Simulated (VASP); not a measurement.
Wanted: the native input for a VASP 6.6.1 run.

```yaml
Task: single point
Functional: LDA
Potentials_or_basis: VASP PAW LDA potentials, release 64 (O_h, C_h, H_h)
Cutoff: 1000 eV
k_mesh: 1 × 1 × 1
Occupations: fermi-dirac, width 0.05 eV
Spin: no spin polarisation
Dipole_correction: no
Further_INCAR_settings: LREAL = Auto; ALGO = Normal; EDIFF = 1e-06; NBANDS = 98
```

The structure of H2CO2 lies in POSCAR:

```
H2CO2
1.0
    7.9581140000      0.0000000000      0.0000000000
    0.0000000000      7.9581140000      0.0000000000
    0.0000000000      0.0000000000      7.9581140000
O C H
16 8 16
Direct
    0.2951453070      0.3683159100      1.0435387078
    0.2261842442      0.3421413667      0.7726328122
    0.5430935018      0.7677070220      0.7515725460
    0.4890731648      0.6045904846      0.9688099467
    0.6963333272      0.2457114839      0.5837438368
    0.7993225531      0.1520083779      0.3390501820
    0.0020482240      0.8021624219      0.7496248483
    0.2004495035      0.9312382306      0.9045107924
    0.6210642371      0.7871086039      0.4014393360
    0.6373118053      0.5260417230      0.4824384270
    0.0778827747      0.0380115188      0.1821788429
    0.2134676633      0.0351842158      0.4297249323
    0.2142593082      0.6018762737      0.6203354212
    0.1967300293      0.4608880948      0.3865111759
    0.7299216875      0.2890508982      0.9186473076
    0.6086492352      0.0346815841      0.8915428957
    0.1987405559      0.3106514936      0.9258475061
    0.5210405380      0.6237156191      0.8209608457
    0.7622283370      0.1299302825      0.4844615194
    0.0635326410      0.9235228347      0.8491710473
    0.6108356829      0.6312299623      0.3769988718
    0.2080769388      0.0286374385      0.2807323444
    0.1942671341      0.5968876545      0.4641803322
    0.6491362149      0.1572860102      0.9692497494
    0.3754784111      0.4630996741      1.0262984421
    0.1047986998      0.2197002958      0.9662716568
    0.5385195538      0.8716135506      0.8253463069
    0.5425531728      0.5159765241      0.7370213596
    0.6711389156      0.3583638033      0.5170069190
    0.7826854453      0.0195146740      0.5629725837
    0.0898705397      0.7233623444      0.7083713553
   -0.0272175040      1.0137452165      0.9020981604
    0.5962844966      0.8137480815      0.5226363935
    0.5964101545      0.6015746947      0.2466036551
   -0.0276070436      0.0695013919      0.2407354305
    0.3214329425      0.0073132906      0.1825935140
    0.2129273343      0.4756026365      0.6544264131
    0.1895298308      0.7218167521      0.3869384128
    0.7408916233      0.2693728690      0.8006042638
    0.6132985780      0.1617468662      1.1106274678
```

One way to write it, as run:

INCAR

```
PREC = Accurate ; ENCUT = 1000
EDIFF = 1E-6 ; ISMEAR = -1
SIGMA = 0.05 ; LREAL = Auto
LASPH = T ; NELM = 120
ALGO = Normal ; ISIF = 2
LWAVE = F ; LCHARG = T
GGA = CA ; LELF = T
LVHAR = T ; NBANDS = 98
GGA_COMPAT = F
```

KPOINTS

```
Automatic mesh
0
Gamma
  1 1 1
```

Potentials or basis: VASP PAW LDA potentials, release 64 (O_h, C_h, H_h).

Launch:

```console
$ cat potpaw_LDA.64/O_h/POTCAR potpaw_LDA.64/C_h/POTCAR potpaw_LDA.64/H_h/POTCAR > POTCAR
$ mpirun -np 1 vasp_gam > vasp.out
```

It gave:

```
Pressure               : 1.9 GPa
Largest force          : 6.131 eV/Å
Band gap on the k mesh : 3.74 eV
```

Caveat: the k points lie up to 0.79 Å⁻¹ apart; the atoms stand as in a frame of molecular dynamics.

It took 3.5 min on 1 thread of Intel(R) Xeon(R) Platinum 8259CL CPU @ 2.50GHz (Skylake/Cascade Lake), with other jobs on the host, peak memory 0.73 GiB.
